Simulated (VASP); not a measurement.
# Ta (P6_3/mmc) in VASP: notebook

Ta is run at these levels: PBEsol; tasks: relaxation of cell and atoms.

All numbers are computed with VASP 6.6.1; they aren't measurements. Logs are shortened: lines on timing, memory, paths and dates and some standing lists are left out, and cuts for length are marked.

### Step 1. The cell of the first run

It takes space group P6_3/mmc (No. 194, hexagonal). Conventional cell: a = 2.900 Å, b = 2.900 Å, c = 5.166 Å, α = 90.00°, β = 90.00°, γ = 120.00°. Ta (site symmetry -6m2) has 12 Ta at 2.90 to 3.08 Å within 3.8 Å.

### Step 2. Relaxation of cell and atoms, PBEsol, target pressure 10 GPa, at which the enthalpy is minimised

Input file INCAR:

```
PREC = Accurate
ENCUT = 600
EDIFF = 1E-6
ISMEAR = -1
SIGMA = 0.05
LREAL = F
LASPH = T
NELM = 100
ALGO = Normal
ISIF = 3
LWAVE = F
LCHARG = F
GGA = PS
IBRION = 2
NSW = 80
EDIFFG = -0.02
PSTRESS = 100.0
```

Input file KPOINTS:

```
regular mesh
0
Gamma
  11 11 5
```

Input file POSCAR:

```
Ta
1.0
    2.9003720726      0.0000000000      0.0000000000
   -1.4501860363      2.5117958953      0.0000000000
    0.0000000000      0.0000000000      5.1662740000
Ta
2
Direct
    0.3333333333      0.6666666667      0.2500000000
    0.6666666667      0.3333333333      0.7500000000
```

Potentials or basis: VASP PAW PBE potentials, release 64 (Ta_pv).

Command:

```bash
$ cat potpaw_PBE.64/Ta_pv/POTCAR > POTCAR
$ mpirun -np 1 vasp_std > vasp.out
```

OUTCAR:

```text
PREC = Accurate
   ENCUT = 600
   EDIFF = 1E-6
   ISMEAR = -1
   LREAL = F
   LASPH = T
   NELM = 100
   ISIF = 3
   GGA = PS
   IBRION = 2
   NSW = 80
   EDIFFG = -0.02
   PSTRESS = 100.0

 ion  position               nearest neighbor table
   1  0.333  0.667  0.250-   2 3.08   2 3.08   2 3.08   2 3.08   2 3.08   2 3.08
   2  0.667  0.333  0.750-   1 3.08   1 3.08   1 3.08   1 3.08   1 3.08   1 3.08

  LATTYP: Found a hexagonal cell.
 ALAT       =     2.9003720726
 C/A-ratio  =     1.7812452577

  Lattice vectors:

 A1 = (   2.9003720726,   0.0000000000,   0.0000000000)
 A2 = (  -1.4501860363,   2.5117958953,   0.0000000000)
 A3 = (   0.0000000000,   0.0000000000,   5.1662740000)

Analysis of symmetry for initial positions (statically):
=====================================================================
 Subroutine PRICEL returns:
 Original cell was already a primitive cell.

 Routine SETGRP: Setting up the symmetry group for a
 hexagonal supercell.

 Subroutine GETGRP returns: Found 24 space group operations
 (whereof 12 operations were pure point group operations)
 out of a pool of 24 trial point group operations.

The static configuration has the point symmetry D_3d.
 The point group associated with its full space group is D_6h.

Analysis of symmetry for dynamics (positions and initial velocities):
=====================================================================
 Subroutine PRICEL returns:
 Original cell was already a primitive cell.

 Routine SETGRP: Setting up the symmetry group for a
 hexagonal supercell.

 Subroutine GETGRP returns: Found 24 space group operations
 (whereof 12 operations were pure point group operations)
 out of a pool of 24 trial point group operations.

The dynamic configuration has the point symmetry D_3d.
 The point group associated with its full space group is D_6h.

 Subroutine INISYM returns: Found 24 space group operations
 (whereof 12 operations are pure point group operations),
 and found     1 'primitive' translations

----------------------------------------------------------------------------------------

                                     Primitive cell

  volume of cell :      37.6370

  direct lattice vectors                    reciprocal lattice vectors
     2.900372073  0.000000000  0.000000000     0.344783350  0.199060760  0.000000000
    -1.450186036  2.511795895  0.000000000     0.000000000  0.398121520  0.000000000
     0.000000000  0.000000000  5.166274000     0.000000000  0.000000000  0.193563098

  length of vectors
     2.900372073  2.900372073  5.166274000     0.398121520  0.398121520  0.193563098

  position of ions in fractional coordinates (direct lattice)
     0.333333333  0.666666667  0.250000000
     0.666666667  0.333333333  0.750000000

  ion indices of the primitive-cell ions
   primitive index   ion index
                 1           1
                 2           2

----------------------------------------------------------------------------------------

 KPOINTS: regular mesh

Automatic generation of k-mesh.
 Grid dimensions read from file:
 generate k-points for:   11   11    5

 Generating k-lattice:

  Cartesian coordinates                     Fractional coordinates (reciprocal lattice)
     0.031343941  0.018096433  0.000000000     0.090909091 -0.000000000  0.000000000
     0.000000000  0.036192865  0.000000000     0.000000000  0.090909091  0.000000000
     0.000000000  0.000000000  0.038712620     0.000000000  0.000000000  0.200000000

  Length of vectors
     0.036192865  0.036192865  0.038712620

  Shift w.r.t. Gamma in fractional coordinates (k-lattice)
     0.000000000  0.000000000  0.000000000

 Subroutine IBZKPT returns following result:
 ===========================================

 Found     48 irreducible k-points:

 Following reciprocal coordinates:
            Coordinates               Weight
  0.000000  0.000000  0.000000      1.000000
  0.090909  0.000000  0.000000      6.000000
  0.181818  0.000000  0.000000      6.000000
  0.272727  0.000000  0.000000      6.000000
  0.363636 -0.000000  0.000000      6.000000
  0.454545  0.000000  0.000000      6.000000
[... 16 lines left out ...]
  0.090909  0.090909  0.200000     12.000000
  0.181818  0.090909  0.200000     24.000000
 [... further k-points ...]
   k-points           NKPTS =     48   k-points in BZ     NKDIM =     48   number of bands    NBANDS=     15
   number of dos      NEDOS =    301   number of ions     NIONS =      2
   total plane-waves  NPLWV =  24192
   dimension x,y,z NGX =    24 NGY =   24 NGZ =   42
   dimension x,y,z NGXF=    48 NGYF=   48 NGZF=   84
   ions per type =               2
   NGX,Y,Z   is equivalent  to a cutoff of  13.76, 13.76, 13.52 a.u.
   NGXF,Y,Z  is equivalent  to a cutoff of  27.51, 27.51, 27.03 a.u.
 SYSTEM =  unknown system
   PREC   = accura    normal or accurate (medium, high low for compatibility)
   ISTART =      0    job   : 0-new  1-cont  2-samecut
[... 47 lines left out ...]

 number of electron      22.0000002 magnetization

 Free energy of the ion-electron system (eV)
  ---------------------------------------------------
  ext. energy  EPLUGINS =         0.00000000
  ---------------------------------------------------
  free energy    TOTEN  =       -24.50311128 eV

  energy without entropy =      -24.48422361  energy(sigma->0) =      -24.49366744

------------------------ aborting loop because EDIFF is reached ----------------------------------------

  FORCE on cell =-STRESS in cart. coord.  units (eV):
  Direction    XX          YY          ZZ          XY          YZ          ZX
  --------------------------------------------------------------------------------------
  -------------------------------------------------------------------------------------
  Total       -1.8536060     -1.8536060     -1.4046316     -0.0000000      0.0000000      0.0000000
  in kB      -78.9064505    -78.9064505    -59.7939884     -0.0000000      0.0000000      0.0000000
  external PRESSURE =    -172.5356298 kB  Pullay stress =     100.0000000 kB

 VOLUME and BASIS-vectors are now :
 -----------------------------------------------------------------------------
  energy-cutoff  :      600.00
  volume of cell :       37.64
      direct lattice vectors                 reciprocal lattice vectors
     2.900372073  0.000000000  0.000000000     0.344783350  0.199060760  0.000000000
    -1.450186036  2.511795895  0.000000000     0.000000000  0.398121520  0.000000000
     0.000000000  0.000000000  5.166274000     0.000000000  0.000000000  0.193563098
[... 198 lines left out ...]
  FREE ENERGIE OF THE ION-ELECTRON SYSTEM (eV)
  ---------------------------------------------------
  free  energy   TOTEN  =       -24.4876074638 eV

  energy  without entropy=      -24.4727014136  energy(sigma->0) =      -24.48015444

  enthalpy is  TOTEN    =       -22.3254878429 eV   P V=        2.1621196209

--------------------------------------- Ionic step        7  -------------------------------------------

 number of electron      22.0000001 magnetization

 Free energy of the ion-electron system (eV)
  ---------------------------------------------------
  ext. energy  EPLUGINS =         0.00000000
  ---------------------------------------------------
  free energy    TOTEN  =       -24.48788811 eV

  energy without entropy =      -24.47304741  energy(sigma->0) =      -24.48046776

 E-fermi :   6.0996     XC(G=0): -12.9172

 val. band max:        6.0664340611   @ k =   0.3636  -0.0000   0.0000
 cond. band min:       6.1010335738   @ k =   0.3636   0.1818   0.0000
 fundamental gap:      0.0345995127
 Fermi energy:         6.0995541059

 k-point     1 :       0.0000    0.0000    0.0000
  band No.  band energies     occupation
      1     -28.4220      2.00000
      2     -27.3379      2.00000
      3     -27.2107      2.00000
      4     -27.2107      2.00000
      5     -27.1035      2.00000
      6     -27.1035      2.00000
      7      -2.4304      2.00000
      8       0.8822      2.00000
      9       5.3910      2.00000
     10       6.2298      0.13755
     11       6.6568      0.00003
     12       6.6568      0.00003
     13       7.2906      0.00000
     14       7.2906      0.00000
     15       9.2895      0.00000
[... 397 lines left out ...]
 k-point    24 :       0.1818    0.0909    0.2000
  band No.  band energies     occupation
      1     -28.1601      2.00000
      2     -27.8134      2.00000
      3     -27.7614      2.00000
      4     -27.4357      2.00000
      5     -27.3632      2.00000
      6     -27.2740      2.00000
      7      -0.0194      2.00000
      8       2.7176      2.00000
      9       3.8235      2.00000
     10       4.8163      2.00000
     11       5.5526      1.99996
     12       6.2939      0.04019
     13       7.9368      0.00000
     14       8.1912      0.00000
     15       9.3565      0.00000

 [... further k-points ...]

------------------------ aborting loop because EDIFF is reached ----------------------------------------

  FORCE on cell =-STRESS in cart. coord.  units (eV):
  Direction    XX          YY          ZZ          XY          YZ          ZX
  --------------------------------------------------------------------------------------
  -------------------------------------------------------------------------------------
  Total        2.1717989      2.1717989      2.1640742      0.0000000      0.0000000     -0.0000000
  in kB      100.4357542    100.4357542    100.0785187      0.0000000      0.0000000     -0.0000000
  external PRESSURE =       0.3166757 kB  Pullay stress =     100.0000000 kB

 VOLUME and BASIS-vectors are now :
 -----------------------------------------------------------------------------
  energy-cutoff  :      600.00
  volume of cell :       34.65
      direct lattice vectors                 reciprocal lattice vectors
     2.821329174 -0.000000000 -0.000000000     0.354442867  0.204637684 -0.000000000
    -1.410664587  2.443342737  0.000000000     0.000000000  0.409275369 -0.000000000
     0.000000000  0.000000000  5.025782670    -0.000000000 -0.000000000  0.198973984

 POSITION                                       TOTAL-FORCE (eV/Angst)
 -----------------------------------------------------------------------------------
     -0.00000      1.62890      1.25645        -0.000000     -0.000000      0.000000
      1.41066      0.81445      3.76934         0.000000      0.000000      0.000000
 -----------------------------------------------------------------------------------
    total drift:                               -0.000000      0.000000     -0.000000

  FREE ENERGIE OF THE ION-ELECTRON SYSTEM (eV)
  ---------------------------------------------------
  free  energy   TOTEN  =       -24.4878881081 eV

  energy  without entropy=      -24.4730474095  energy(sigma->0) =      -24.48046776

  enthalpy is  TOTEN    =       -22.3255118060 eV   P V=        2.1623763021

 reached required accuracy - stopping structural energy minimisation
```

Wall time 48 s (1 thread of Intel Xeon 6975P-C (Granite Rapids), shared host); peak memory 0.18 GiB.

Results:

```
Free energy                                            : -24.4879 eV
Relaxed volume                                         : 17.32 Å³/atom
Relaxed cell                                           : a = 2.821 Å, b = 2.821 Å, c = 5.026 Å, α = 90.00°, β = 90.00°, γ = 120.00°
Space group after relaxing (to 0.05 Å)                 : P6_3/mmc (No. 194)
Energy change on relaxing (the enthalpy is what falls) : +7.6 meV/atom
Ionic steps                                            : 7
Pressure after relaxing                                : 10.0 GPa
Band gap on the k mesh                                 : zero (band 11 reaches 7.23 eV, above the bottom of band 12 at 5.47 eV)
```

Step by step:
| step | energy change (eV) | largest force (eV/Å) | pressure (GPa) | volume (Å³) |
| --- | --- | --- | --- | --- |
| 1 | 0.0000 | 0.0000 | -7.25 | 37.64 |
| 2 | 1.9730 | 0.0000 | 90.95 | 27.64 |
| 3 | -0.0025 | 0.0000 | 7.88 | 34.96 |
| 4 | 0.0112 | 0.0000 | 9.65 | 34.71 |
| 5 | 0.0147 | 0.0000 | 10.03 | 34.66 |
| 6 | 0.0155 | 0.0000 | 10.04 | 34.64 |
| 7 | 0.0152 | 0.0000 | 10.03 | 34.65 |

Final structure:
```xyz
2
Lattice="2.8213 0.0000 0.0000 -1.4107 2.4433 0.0000 0.0000 0.0000 5.0258" Properties=species:S:1:pos:R:3 pbc="T T T"
Ta    0.0000    1.6289    1.2564
Ta    1.4107    0.8144    3.7693
```

Caveat: the cell is relaxed towards a set pressure, so the enthalpy falls and the energy may rise; the PAW data sets were made with another functional, which shifts forces and pressure a little; spin-orbit coupling is left out, which moves the levels of the heavy elements.

### Step 3. Relaxation of cell and atoms, PBEsol, target pressure 20 GPa, at which the enthalpy is minimised

Input file INCAR:

```
PREC = Accurate
ENCUT = 600
EDIFF = 1E-7
ISMEAR = -1
SIGMA = 0.05
LREAL = False
LASPH = True
NELM = 100
ALGO = Normal
ISIF = 3
LWAVE = False
LCHARG = False
GGA = PS
IBRION = 2
NSW = 80
EDIFFG = -0.02
PSTRESS = 200.0
```

KPOINTS is that of step 2.

POSCAR is that of step 2.

Potentials or basis: VASP PAW PBE potentials, release 64 (Ta_pv).

Command:

```bash
$ cat potpaw_PBE.64/Ta_pv/POTCAR > POTCAR
$ mpirun -np 1 vasp_std > vasp.out
```

Wall time 53 s (1 thread of Intel Xeon 6975P-C (Granite Rapids), shared host); peak memory 0.19 GiB.

It converged, with:

```
Free energy                                            : -24.3676 eV
Relaxed volume                                         : 16.67 Å³/atom
Relaxed cell                                           : a = 2.789 Å, b = 2.789 Å, c = 4.951 Å, α = 90.00°, β = 90.00°, γ = 120.00°
Space group after relaxing (to 0.05 Å)                 : P6_3/mmc (No. 194)
Energy change on relaxing (the enthalpy is what falls) : +67.7 meV/atom
Ionic steps                                            : 7
Pressure after relaxing                                : 20.0 GPa
Band gap on the k mesh                                 : zero (band 11 reaches 7.67 eV, above the bottom of band 12 at 5.77 eV)
```

The path:
```csv
step,energy change (eV),largest force (eV/Å),pressure (GPa),volume (Å³)
1,0.0000,0.0000,-7.22,37.64
2,6.4766,0.0000,222.85,22.77
3,0.0681,0.0000,15.08,33.97
4,0.1143,0.0000,18.61,33.53
5,0.1340,0.0000,19.98,33.37
6,0.1367,0.0000,20.04,33.34
7,0.1355,0.0000,20.03,33.35
```

Final structure:
```
Ta
1.0
     2.78878    0.00000    0.00000
    -1.39439    2.41516    0.00000
     0.00000    0.00000    4.95148
Ta
2
Direct
  0.33333 0.66667 0.25000
  0.66667 0.33333 0.75000
```

Levels at points of the mesh, in eV from the Fermi level:
| k point | band 7 | band 8 | band 9 | band 10 | band 11 | band 12 | band 13 | band 14 | band 15 |
| --- | --- | --- | --- | --- | --- | --- | --- | --- | --- |
| (0.00, 0.00, 0.00) | -8.67 | -5.34 | -0.73 | 0.31 | 0.54 | 0.54 | 1.22 | 1.22 | 3.28 |

Caveat: the cell is relaxed towards a set pressure, so the enthalpy falls and the energy may rise; the PAW data sets were made with another functional, which shifts forces and pressure a little; spin-orbit coupling is left out, which moves the levels of the heavy elements.

### Step 4. Relaxation of cell and atoms, PBEsol, target pressure 30 GPa, at which the enthalpy is minimised

Input file INCAR:

```
ALGO     = Normal         # electronic algorithm
EDIFF    = 1E-6           # SCF threshold, eV
EDIFFG   = -0.02          # ionic threshold
ENCUT    = 600            # plane-wave cutoff, eV
GGA      = PS             # functional
IBRION   = 2              # ionic algorithm
ISIF     = 3              # what is computed and relaxed
ISMEAR   = -1             # smearing method
LASPH    = True           # aspherical terms in the spheres
LCHARG   = False          # write CHGCAR
LREAL    = False          # projectors in reciprocal space
LWAVE    = False          # write WAVECAR
NELM     = 100            # most SCF steps
NSW      = 80             # ionic steps
PREC     = Accurate       # precision mode
PSTRESS  = 300.0        
SIGMA    = 0.05           # smearing width, eV
```

Input file KPOINTS:

```
k-points
0
Gamma
  11 11 5
```

POSCAR is that of step 3.

Command:

```bash
$ cat potpaw_PBE.64/Ta_pv/POTCAR > POTCAR
$ mpirun -np 1 vasp_std > vasp.out
```

Run time: 74 s. Hardware: 1 thread of Intel Xeon 6975P-C (Granite Rapids), shared host; peak memory 0.19 GiB.

Results (log left out):

```yaml
Free_energy: -24.1960 eV
Relaxed_volume: 16.12 Å³/atom
Relaxed_cell: a = 2.761 Å, b = 2.761 Å, c = 4.886 Å, α = 90.00°, β = 90.00°, γ = 120.00°
Space_group_after_relaxing_to_0.05_Å: P6_3/mmc (No. 194)
Energy_change_on_relaxing_the_enthalpy_is_what_falls: +153.6 meV/atom
Ionic_steps: 10
Pressure_after_relaxing: 30.0 GPa
Band_gap_on_the_k_mesh: zero (band 11 reaches 8.08 eV, above the bottom of band 12 at 6.04 eV)
```

The path:
```csv
step,energy change (eV),largest force (eV/Å),pressure (GPa),volume (Å³)
1,0.0000,0.0000,-7.25,37.64
2,15.5140,0.0000,489.44,18.48
3,0.1490,0.0000,20.97,33.25
4,0.2375,0.0000,26.37,32.65
5,0.3041,0.0000,30.03,32.27
6,0.2853,0.0000,28.97,32.37
7,0.2920,0.0000,29.10,32.33
8,0.2893,0.0000,29.08,32.34
9,0.3552,0.0000,32.52,32.00
10,0.3071,0.0000,29.99,32.25
```

Final structure:
```
Ta
1.0
     2.76051    0.00000    0.00000
    -1.38026    2.39067    0.00000
     0.00000    0.00000    4.88605
Ta
2
Direct
  0.33333 0.66667 0.25000
  0.66667 0.33333 0.75000
```

Levels at points of the mesh, in eV from the Fermi level:
```csv
k point,band 9,band 10,band 11,band 12,band 13,band 14
"(0.00, 0.00, 0.00)",-0.75,0.50,0.53,0.53,1.25,1.25
```

Caveat: the cell is relaxed towards a set pressure, so the enthalpy falls and the energy may rise; the PAW data sets were made with another functional, which shifts forces and pressure a little; spin-orbit coupling is left out, which moves the levels of the heavy elements.

### Step 5. Overview

```tsv
cell	gap on the mesh (eV)	pressure (GPa)
relaxed to 10 GPa	none	10.0
relaxed to 20 GPa	none	20.0
relaxed to 30 GPa	none	30.0
```

Alike in all rows: task relaxation of cell and atoms; level PBEsol; potentials or basis VASP PAW PBE potentials, release 64 (Ta_pv); no spin polarisation; k mesh 11 × 11 × 5; cutoff (eV) 600; smearing fermi-dirac 0.05 eV.

Caveats: the cell is relaxed towards a set pressure, so the enthalpy falls and the energy may rise; the PAW data sets were made with another functional, which shifts forces and pressure a little; spin-orbit coupling is left out, which moves the levels of the heavy elements.

Total energies depend on the potentials used, so only differences within one code and one set of settings carry meaning.
